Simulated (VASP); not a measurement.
Input of a VASP 6.6.1 run:

File INCAR:

```
SYSTEM = SrYZnC6N6
PREC = Accurate
ENCUT = 520
EDIFF = 1E-6
ISMEAR = 0
SIGMA = 0.1
LREAL = Auto
LASPH = .True.
NELM = 80
ALGO = Normal
ISIF = 2
LWAVE = .False.
LCHARG = .False.
GGA = PE
NBANDS = 56
```

KPOINTS

```
regular mesh
0
Gamma
  4 4 4
  0 0 0
```

File POSCAR:

```
SrYZnC6N6
1.0
    0.0000000000      5.2970000000      5.2970000000
    5.2970000000      0.0000000000      5.2970000000
    5.2970000000      5.2970000000      0.0000000000
Sr Y Zn C N
1 1 1 6 6
Direct
    0.7500000000      0.7500000000      0.7500000000
    0.5000000000      0.5000000000      0.5000000000
    0.0000000000      0.0000000000      0.0000000000
    0.8190485200      0.1809514800      0.1809514800
    0.1809514800      0.1809514800      0.8190485200
    0.8190485200      0.1809514800      0.8190485200
    0.1809514800      0.8190485200      0.8190485200
    0.8190485200      0.8190485200      0.1809514800
    0.1809514800      0.8190485200      0.1809514800
    0.7086086500      0.2913913500      0.2913913500
    0.2913913500      0.2913913500      0.7086086500
    0.7086086500      0.2913913500      0.7086086500
    0.2913913500      0.7086086500      0.7086086500
    0.7086086500      0.7086086500      0.2913913500
    0.2913913500      0.7086086500      0.2913913500
```

Potentials or basis: VASP PAW PBE potentials, release 64 (Sr_sv, Y_sv, Zn, C, N).

Launch:

```console
$ cat potpaw_PBE.64/Sr_sv/POTCAR potpaw_PBE.64/Y_sv/POTCAR potpaw_PBE.64/Zn/POTCAR potpaw_PBE.64/C/POTCAR potpaw_PBE.64/N/POTCAR > POTCAR
$ mpirun -np 1 vasp_std > vasp.out
```

(1) Estimate the pressure.

(2) What does it give for the largest force?

(3) Predict the band gap on the k mesh.

Results:

(1) 13.8 GPa.

(2) 2.165 eV/Å.

(3) zero (an odd number of electrons rules out a gap without spin polarisation).

Caveat: the cell stands under pressure; an odd number of electrons without spin polarisation forces a metal; a magnetic or distorted state may lie lower.
